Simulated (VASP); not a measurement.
A run of VASP 6.6.1:

The input INCAR:

```
ALGO = Normal
EDIFF = 1E-6
ENCUT = 500
GGA = PE
GGA_COMPAT = F
ISIF = 2
ISMEAR = -1
LASPH = T
LCHARG = T
LELF = T
LREAL = F
LVHAR = T
LWAVE = F
NBANDS = 12
NELM = 120
PREC = Accurate
SIGMA = 0.1
```

File KPOINTS:

```
k-points
0
Gamma
  22 22 22
```

The input POSCAR:

```
Ta
1.0
   -1.6608180494      1.6608180494      1.6608180494
    1.6608180494     -1.6608180494      1.6608180494
    1.6608180494      1.6608180494     -1.6608180494
Ta
1
Direct
    0.0000000000      0.0000000000      0.0000000000
```

Potentials or basis: VASP PAW PBE potentials, release 64 (Ta_pv).

Command:

```console
$ cat potpaw_PBE.64/Ta_pv/POTCAR > POTCAR
$ mpirun -np 1 vasp_std > vasp.out
```

Hardware: 1 thread of Intel(R) Xeon(R) Platinum 8559C (Emerald Rapids) (shared host).

Problem. How long does it take, and how much memory?

Solution. It took 22 s on 1 thread of Intel(R) Xeon(R) Platinum 8559C (Emerald Rapids), with other jobs on the host, peak memory 0.19 GiB. Counts: scf iterations 11, k points 328.
